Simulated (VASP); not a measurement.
# GaP in VASP: notebook, part 2 of 2

VASP 6.6.1. Earlier steps stand in the parts before.

### 3 Single point, PBE (21.45 Å³/atom)

This run uses another cell than the first one, of 21.45 Å³/atom.

INCAR

```
PREC = Accurate
ENCUT = 520
EDIFF = 1E-7
ISMEAR = -1
SIGMA = 0.05
LREAL = F
LASPH = T
NELM = 80
ALGO = Normal
ISIF = 2
LWAVE = F
LCHARG = T
GGA = PE
LELF = T
LVHAR = T
NBANDS = 16
```

KPOINTS

```
regular mesh
0
Gamma
  10 10 10
```

POSCAR

```
GaP
1.0
    0.0000000000      2.7786998443      2.7786998443
    2.7786998443      0.0000000000      2.7786998443
    2.7786998443      2.7786998443      0.0000000000
Ga P
1 1
Direct
    0.0000000000      0.0000000000      0.0000000000
    0.7500000000      0.7500000000      0.7500000000
```

Potentials or basis: VASP PAW PBE potentials, release 64 (Ga_d, P).

Started as:

```console
$ cat potpaw_PBE.64/Ga_d/POTCAR potpaw_PBE.64/P/POTCAR > POTCAR
$ mpirun -np 1 vasp_std > vasp.out
```

OUTCAR:

```text
PREC = Accurate
   ENCUT = 520
   EDIFF = 1E-7
   ISMEAR = -1
   LREAL = F
   LASPH = T
   NELM = 80
   ISIF = 2
   GGA = PE

 ion  position               nearest neighbor table
   1  0.000  0.000  0.000-   2 2.41   2 2.41   2 2.41   2 2.41
   2  0.750  0.750  0.750-   1 2.41   1 2.41   1 2.41   1 2.41

  LATTYP: Found a face centered cubic cell.
 ALAT       =     5.5573996886

  Lattice vectors:

 A1 = (   0.0000000000,   2.7786998443,   2.7786998443)
 A2 = (   2.7786998443,   0.0000000000,   2.7786998443)
 A3 = (   2.7786998443,   2.7786998443,   0.0000000000)

Analysis of symmetry for initial positions (statically):
=====================================================================
 Subroutine PRICEL returns:
 Original cell was already a primitive cell.

 Routine SETGRP: Setting up the symmetry group for a
 face centered cubic supercell.

 Subroutine GETGRP returns: Found 24 space group operations
 (whereof 24 operations were pure point group operations)
 out of a pool of 48 trial point group operations.

The static configuration has the point symmetry T_d .

Analysis of symmetry for dynamics (positions and initial velocities):
=====================================================================
 Subroutine PRICEL returns:
 Original cell was already a primitive cell.

 Routine SETGRP: Setting up the symmetry group for a
 face centered cubic supercell.

 Subroutine GETGRP returns: Found 24 space group operations
 (whereof 24 operations were pure point group operations)
 out of a pool of 48 trial point group operations.

The dynamic configuration has the point symmetry T_d .

 Subroutine INISYM returns: Found 24 space group operations
 (whereof 24 operations are pure point group operations),
 and found     1 'primitive' translations

----------------------------------------------------------------------------------------

                                     Primitive cell
[... 109 lines left out ...]
   IMIX   =      4    mixing-type and parameters
     AMIX     =   0.40;   BMIX     =  1.00
     AMIX_MAG =   1.60;   BMIX_MAG =  1.00
  volume/ion in A,a.u.               =      21.45       144.78
  Fermi-wavevector in a.u.,A,eV,Ry     =   1.225502  2.315863 20.433980  1.501855
  Thomas-Fermi vector in A             =   2.360538
   LORBIT       =      0    0 simple, 1 ext, 2 COOP (PROOUT), +10 PAW based schemes
   GGA     = PE    functional components
   LHFCALC =     F    Hartree Fock is set to
   AEXX    =    0.0000 exact exchange contribution
   IVDW    =     0    specifies the selected vdW correction
   LEPSILON=     F    determine dielectric tensor
   LRPA    =     F    only Hartree local field effects (RPA)
 non-spin polarized calculation
  energy-cutoff  :      520.00
  volume of cell :       42.91
 maximum number of plane-waves:      1179
 NGX is ok and might be reduce to    30
   NGX = 15   NGY = 15   NGZ = 15

 number of electron      18.0000013 magnetization

 Free energy of the ion-electron system (eV)
  ---------------------------------------------------
  ext. energy  EPLUGINS =         0.00000000
  ---------------------------------------------------
  free energy    TOTEN  =        -9.12012060 eV

  energy without entropy =       -9.12012059  energy(sigma->0) =       -9.12012060

 E-fermi :   4.7808     XC(G=0):  -9.5703

 val. band max:        4.0749831763   @ k =   0.0000   0.0000   0.0000
 cond. band min:       5.4251069808   @ k =   0.0000   0.0000   0.0000
 fundamental gap:      1.3501238045
 Fermi energy:         4.7807813172

 k-point     1 :       0.0000    0.0000    0.0000
  band No.  band energies     occupation
      1     -10.3887      2.00000
      2     -10.3887      2.00000
      3     -10.3887      2.00000
      4     -10.3056      2.00000
      5     -10.3056      2.00000
      6      -7.9937      2.00000
[... 433 lines left out ...]
      3     -10.3478      2.00000
      4     -10.3247      2.00000
      5     -10.2922      2.00000
      6      -6.1684      2.00000
[... 8 lines left out ...]
     15      15.7006      0.00000
     16      17.4112      0.00000

 [... further k-points ...]

------------------------ aborting loop because EDIFF is reached ----------------------------------------

  FORCE on cell =-STRESS in cart. coord.  units (eV):
  Direction    XX          YY          ZZ          XY          YZ          ZX
  --------------------------------------------------------------------------------------
  -------------------------------------------------------------------------------------
  Total       -0.5347580     -0.5347580     -0.5347580      0.0000000     -0.0000000      0.0000000
  in kB      -19.9670053    -19.9670053    -19.9670053      0.0000000     -0.0000000      0.0000000
  external PRESSURE =     -19.9670053 kB  Pullay stress =       0.0000000 kB

 VOLUME and BASIS-vectors are now :
 -----------------------------------------------------------------------------
  energy-cutoff  :      520.00
  volume of cell :       42.91
      direct lattice vectors                 reciprocal lattice vectors
     0.000000000  2.778699844  2.778699844    -0.179940270  0.179940270  0.179940270
     2.778699844  0.000000000  2.778699844     0.179940270 -0.179940270  0.179940270
     2.778699844  2.778699844  0.000000000     0.179940270  0.179940270 -0.179940270

 POSITION                                       TOTAL-FORCE (eV/Angst)
 -----------------------------------------------------------------------------------
      0.00000      0.00000      0.00000         0.000000      0.000000      0.000000
      4.16805      4.16805      4.16805        -0.000000     -0.000000     -0.000000
 -----------------------------------------------------------------------------------
    total drift:                               -0.000002     -0.000002     -0.000002

  FREE ENERGIE OF THE ION-ELECTRON SYSTEM (eV)
  ---------------------------------------------------
  free  energy   TOTEN  =        -9.1201206014 eV

  energy  without entropy=       -9.1201205911  energy(sigma->0) =       -9.12012060
```

OSZICAR:

```text
N       E                     dE             d eps       ncg     rms          rms(c)
DAV:   1     0.818807999859E+02    0.81881E+02   -0.91150E+03  1536   0.158E+03
DAV:   2    -0.287513956882E+01   -0.84756E+02   -0.80975E+02  1744   0.311E+02
DAV:   3    -0.926341886337E+01   -0.63883E+01   -0.63683E+01  1816   0.660E+01
DAV:   4    -0.937050455622E+01   -0.10709E+00   -0.10705E+00  1912   0.922E+00
DAV:   5    -0.937277658942E+01   -0.22720E-02   -0.22720E-02  1896   0.119E+00    0.398E+00
DAV:   6    -0.914177623491E+01    0.23100E+00   -0.37668E-01  2352   0.980E+00    0.261E+00
DAV:   7    -0.911917713191E+01    0.22599E-01   -0.84298E-02  1944   0.187E+00    0.106E+00
DAV:   8    -0.911954982205E+01   -0.37269E-03   -0.12445E-02  1784   0.133E+00    0.157E-01
DAV:   9    -0.911996448409E+01   -0.41466E-03   -0.12956E-03  1904   0.508E-01    0.858E-02
DAV:  10    -0.912004430414E+01   -0.79820E-04   -0.11158E-04  2280   0.103E-01    0.448E-02
DAV:  11    -0.912012067999E+01   -0.76376E-04   -0.10766E-04  1776   0.867E-02    0.551E-03
DAV:  12    -0.912012025035E+01    0.42964E-06   -0.30808E-06  1872   0.221E-02    0.247E-03
DAV:  13    -0.912012056104E+01   -0.31069E-06   -0.85775E-07  1936   0.780E-03    0.191E-03
DAV:  14    -0.912012060142E+01   -0.40382E-07   -0.37813E-08  1568   0.150E-03
   1 F= -.91201206E+01 E0= -.91201206E+01  d E =-.102891E-07
```

Wall time 38 s (1 thread of Intel Xeon 6975P-C (Granite Rapids), shared host); peak memory 0.18 GiB.

Results:

- Free energy: -9.1201 eV
- Pressure: -2.0 GPa
- Band gap on the k mesh: 1.35 eV

### 4 Single point, PBE (equal xx and yy strain of -3 %)

INCAR

```
SYSTEM = GaP
  PREC = Accurate
  ENCUT = 520
  EDIFF = 1E-6
  ISMEAR = -1
  SIGMA = 0.05
  LREAL = .False.
  LASPH = .True.
  NELM = 100
  ALGO = Normal
  ISIF = 2
  LWAVE = .False.
  LCHARG = .False.
  GGA = PE
  NBANDS = 16
```

KPOINTS

```
Automatic mesh
0
Gamma
  10 10 10
  0 0 0
```

POSCAR

```
GaP
1.0
    0.0000000000      2.6434925000      2.7252500000
    2.6434925000      0.0000000000      2.7252500000
    2.6434925000      2.6434925000      0.0000000000
Ga P
1 1
Direct
    0.0000000000      0.0000000000      0.0000000000
    0.7500000000      0.7500000000      0.7500000000
```

Started as:

```console
$ cat potpaw_PBE.64/Ga_d/POTCAR potpaw_PBE.64/P/POTCAR > POTCAR
$ mpirun -np 1 vasp_std > vasp.out
```

Wall time 70 s (1 thread of Intel Xeon 8259CL, shared host); peak memory 0.2 GiB.

It converged, with:

```yaml
Free_energy: -9.0324 eV
Pressure: 8.5 GPa
Band_gap_on_the_k_mesh: 1.34 eV (least direct gap 2.27 eV)
```

Stress tensor (GPa, compression positive):
```
9.25 0.00 0.00
0.00 9.25 0.00
0.00 0.00 6.87
```

Levels at points of the mesh, in eV from the valence-band top:
```
           k point  band 6  band 7  band 8  band 9  band 10  band 11  band 12  band 13
(0.00, 0.00, 0.00)  -13.03   -0.19    0.00    0.00     2.27     3.79     3.79     3.85
(0.50, 0.00, 0.00)  -10.75   -7.06   -1.41   -1.13     1.77     4.54     4.76     8.34
(0.50, 0.50, 0.00)   -9.87   -7.25   -2.81   -2.81     1.61     1.89    11.01    11.01
(0.50, 0.00, 0.50)   -9.72   -7.04   -3.05   -3.02     1.39     1.59    10.87    10.95
```

Caveat: the cell differs from its parent crystal (equal xx and yy strain of -3 %); the cell stands under pressure. A k mesh can miss the band edges.

### 5 Single point, PBE (zz strain of -2 %)

INCAR

```
PREC = Accurate ; ENCUT = 520
EDIFF = 1E-7 ; ISMEAR = -1
SIGMA = 0.05 ; LREAL = False
LASPH = True ; NELM = 80
ALGO = Normal ; ISIF = 2
LWAVE = False ; LCHARG = False
GGA = PE ; NBANDS = 16
```

KPOINTS

```
regular mesh
0
Gamma
  10 10 10
```

POSCAR

```
GaP
1.0
    0.0000000000      2.7252500000      2.6707450000
    2.7252500000      0.0000000000      2.6707450000
    2.7252500000      2.7252500000      0.0000000000
Ga P
1 1
Direct
    0.0000000000      0.0000000000      0.0000000000
    0.7500000000      0.7500000000      0.7500000000
```

Started as:

```console
$ cat potpaw_PBE.64/Ga_d/POTCAR potpaw_PBE.64/P/POTCAR > POTCAR
$ mpirun -np 1 vasp_std > vasp.out
```

It took 83 s on 1 thread of Intel Xeon 8259CL, shared host; peak memory 0.2 GiB.

Results (log left out):

```yaml
Free_energy: -9.0986 eV
Pressure: 4.3 GPa
Band_gap_on_the_k_mesh: 1.37 eV (least direct gap 1.92 eV)
```

Stress tensor (GPa, compression positive):
```
3.84 0.00 0.00
0.00 3.84 0.00
0.00 0.00 5.27
```

Levels at points of the mesh, in eV from the valence-band top:
| k point | band 5 | band 6 | band 7 | band 8 | band 9 | band 10 | band 11 | band 12 | band 13 | band 14 |
| --- | --- | --- | --- | --- | --- | --- | --- | --- | --- | --- |
| (0.00, 0.00, 0.00) | -14.55 | -12.72 | -0.11 | -0.11 | 0.00 | 1.92 | 3.78 | 3.83 | 3.83 | 8.82 |
| (0.50, 0.00, 0.00) | -14.54 | -10.59 | -6.82 | -1.30 | -1.14 | 1.65 | 4.56 | 4.73 | 8.25 | 10.95 |
| (0.50, 0.50, 0.00) | -14.53 | -9.60 | -6.83 | -2.92 | -2.92 | 1.45 | 1.60 | 10.66 | 10.66 | 11.43 |
| (0.50, 0.00, 0.50) | -14.53 | -9.69 | -6.97 | -2.78 | -2.77 | 1.59 | 1.79 | 10.64 | 10.66 | 11.24 |

Caveat: the cell differs from its parent crystal (zz strain of -2 %); the cell stands under pressure. A k mesh can miss the band edges.

### 6 Single point, PBE (equal xx and yy strain of -1 %)

INCAR

```
PREC = Accurate ; ENCUT = 520
EDIFF = 1E-6 ; ISMEAR = -1
SIGMA = 0.05 ; LREAL = F
LASPH = T ; NELM = 80
ALGO = Normal ; ISIF = 2
LWAVE = F ; LCHARG = T
GGA = PE ; LELF = T
LVHAR = T ; NBANDS = 16
```

KPOINTS

```
Automatic mesh
0
Gamma
  10 10 10
```

POSCAR

```
GaP
1.0
    0.0000000000      2.6979975000      2.7252500000
    2.6979975000      0.0000000000      2.7252500000
    2.6979975000      2.6979975000      0.0000000000
Ga P
1 1
Direct
    0.0000000000      0.0000000000      0.0000000000
    0.7500000000      0.7500000000      0.7500000000
```

Potentials or basis: VASP PAW PBE potentials, release 64 (Ga_d, P).

Started as:

```console
$ cat potpaw_PBE.64/Ga_d/POTCAR potpaw_PBE.64/P/POTCAR > POTCAR
$ mpirun -np 1 vasp_std > vasp.out
```

OUTCAR:

```text
PREC = Accurate
   ENCUT = 520
   EDIFF = 1E-6
   ISMEAR = -1
   LREAL = F
   LASPH = T
   NELM = 80
   ISIF = 2
   GGA = PE

 ion  position               nearest neighbor table
   1  0.000  0.000  0.000-   2 2.34   2 2.34   2 2.34   2 2.34
   2  0.750  0.750  0.750-   1 2.34   1 2.34   1 2.34   1 2.34

  LATTYP: Found a body centered tetragonal cell.
 ALAT       =     3.8155446557
 C/A-ratio  =     1.4284985479

  Lattice vectors:

 A1 = (  -2.6979975000,   0.0000000000,   2.7252500000)
 A2 = (   2.6979975000,   0.0000000000,   2.7252500000)
 A3 = (   0.0000000000,   2.6979975000,  -2.7252500000)

Analysis of symmetry for initial positions (statically):
=====================================================================
 Subroutine PRICEL returns:
 Original cell was already a primitive cell.

 Routine SETGRP: Setting up the symmetry group for a
 body centered tetragonal supercell.

 Subroutine GETGRP returns: Found  8 space group operations
 (whereof  8 operations were pure point group operations)
 out of a pool of 16 trial point group operations.

[... 161 lines left out ...]

 E-fermi :   5.6238     XC(G=0):  -9.9256

 val. band max:        4.8779536195   @ k =   0.0000   0.0000   0.0000
 cond. band min:       6.3992683025   @ k =   0.4000   0.0000   0.4000
 fundamental gap:      1.5213146830
 Fermi energy:         5.6238460106

 k-point     1 :       0.0000    0.0000    0.0000
  band No.  band energies     occupation
      1      -9.7284      2.00000
      2      -9.7253      2.00000
      3      -9.7253      2.00000
      4      -9.6210      2.00000
      5      -9.6196      2.00000
      6      -7.7858      2.00000
[... 433 lines left out ...]
      3      -9.6725      2.00000
      4      -9.6452      2.00000
      5      -9.6042      2.00000
      6      -5.7732      2.00000
[... 8 lines left out ...]
     15      16.7207      0.00000
     16      18.7521      0.00000

 [... further k-points ...]

------------------------ aborting loop because EDIFF is reached ----------------------------------------

  FORCE on cell =-STRESS in cart. coord.  units (eV):
  Direction    XX          YY          ZZ          XY          YZ          ZX
  --------------------------------------------------------------------------------------
  -------------------------------------------------------------------------------------
  Total        1.1154362      1.1154362      0.9289801      0.0000000      0.0000000      0.0000000
  in kB       45.0438918     45.0438918     37.5143602      0.0000000      0.0000000      0.0000000
  external PRESSURE =      42.5340479 kB  Pullay stress =       0.0000000 kB

 VOLUME and BASIS-vectors are now :
 -----------------------------------------------------------------------------
  energy-cutoff  :      520.00
  volume of cell :       39.68
      direct lattice vectors                 reciprocal lattice vectors
     0.000000000  2.697997500  2.725250000    -0.185322633  0.185322633  0.183469406
     2.697997500  0.000000000  2.725250000     0.185322633 -0.185322633  0.183469406
     2.697997500  2.697997500  0.000000000     0.185322633  0.185322633 -0.183469406

 POSITION                                       TOTAL-FORCE (eV/Angst)
 -----------------------------------------------------------------------------------
      0.00000      0.00000      0.00000         0.000000      0.000000     -0.000000
      4.04700      4.04700      4.08788        -0.000000     -0.000000      0.000000
 -----------------------------------------------------------------------------------
    total drift:                               -0.000002     -0.000002      0.000008

  FREE ENERGIE OF THE ION-ELECTRON SYSTEM (eV)
  ---------------------------------------------------
  free  energy   TOTEN  =        -9.1004589032 eV

  energy  without entropy=       -9.1004588997  energy(sigma->0) =       -9.10045890
```

Wall time 86 s (1 thread of Intel Xeon 8259CL, shared host); peak memory 0.2 GiB.

What came out:

```
Free energy            : -9.1005 eV
Pressure               : 4.3 GPa
Band gap on the k mesh : 1.52 eV (least direct gap 1.97 eV)
```

Stress tensor (GPa, compression positive):
```
4.50 0.00 0.00
0.00 4.50 0.00
0.00 0.00 3.75
```

Levels at points of the mesh, in eV from the valence-band top:
```csv
k point,band 5,band 6,band 7,band 8,band 9,band 10,band 11,band 12,band 13,band 14
"(0.00, 0.00, 0.00)",-14.50,-12.66,-0.06,0.00,0.00,1.97,3.86,3.86,3.88,8.87
"(0.50, 0.00, 0.00)",-14.49,-10.53,-6.77,-1.21,-1.12,1.71,4.66,4.74,8.31,11.01
"(0.50, 0.50, 0.00)",-14.48,-9.64,-6.91,-2.72,-2.72,1.64,1.85,10.73,10.73,11.30
"(0.50, 0.00, 0.50)",-14.47,-9.59,-6.84,-2.80,-2.79,1.57,1.75,10.71,10.72,11.39
```

Caveat: the cell differs from its parent crystal (equal xx and yy strain of -1 %); the cell stands under pressure.

### 7 Overview

| cell | gap on the mesh (eV) | pressure (GPa) |
| --- | --- | --- |
| a = 3.880 Å, angles 60.0°, 2 atoms | 1.61 | 0.8 |
| a = 3.930 Å, angles 60.0°, 2 atoms | 1.35 | -2.0 |
| a = 3.797, b = 3.797, c = 3.738 Å, angles 60.5, 60.5, 59.0°, 2 atoms | 1.34 | 8.5 |
| a = 3.816, b = 3.816, c = 3.854 Å, angles 59.7, 59.7, 60.7°, 2 atoms | 1.37 | 4.3 |
| a = 3.835, b = 3.835, c = 3.816 Å, angles 60.2, 60.2, 59.7°, 2 atoms | 1.52 | 4.3 |

Alike in all rows: task single point; level PBE; potentials or basis VASP PAW PBE potentials, release 64 (Ga_d, P); no spin polarisation; k mesh 10 × 10 × 10; cutoff (eV) 520; smearing fermi-dirac 0.05 eV.

Caveats: the cell stands under pressure (at least some runs).

Total energies depend on the potentials used, so only differences within one code and one set of settings carry meaning.
